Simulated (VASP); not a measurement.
Cl2, 2 atoms in the cell. The cell holds a molecule in a box, 2 atoms: a = 12.000 Å, b = 12.300 Å, c = 12.600 Å, α = 90.00°, β = 90.00°, γ = 90.00°. 

* Program: VASP 6.6.1
* Task: relaxation of the atoms
* Functional: r2SCAN
* Potentials or basis: VASP PAW PBE potentials, release 64 (Cl)
* Cutoff: 520 eV
* k mesh: 1 × 1 × 1
* Occupations: fermi-dirac, width 0.01 eV
* Spin: no spin polarisation
* Dipole correction: no
* Further INCAR settings: ALGO = Normal; EDIFF = 1e-06; IBRION = 2; EDIFFG = -0.01; NSW = 80

Potentials or basis: VASP PAW PBE potentials, release 64 (Cl).

Run with:

```bash
$ cat potpaw_PBE.64/Cl/POTCAR > POTCAR
$ cp INCAR.step1 INCAR
$ mpirun -np 1 vasp_gam > vasp.out
$ cp INCAR.step2 INCAR
$ mpirun -np 1 vasp_gam > vasp.out
```

Hardware: 1 thread of AMD EPYC 7R43 64-Core Processor (Zen 3), on a shared host.

Estimate the wall time of this run.

Wall time 27 min on 1 thread of AMD EPYC 7R43 64-Core Processor (Zen 3), on a shared host, peak memory 1.9 GiB. Counts: k points 1, ion steps 3.
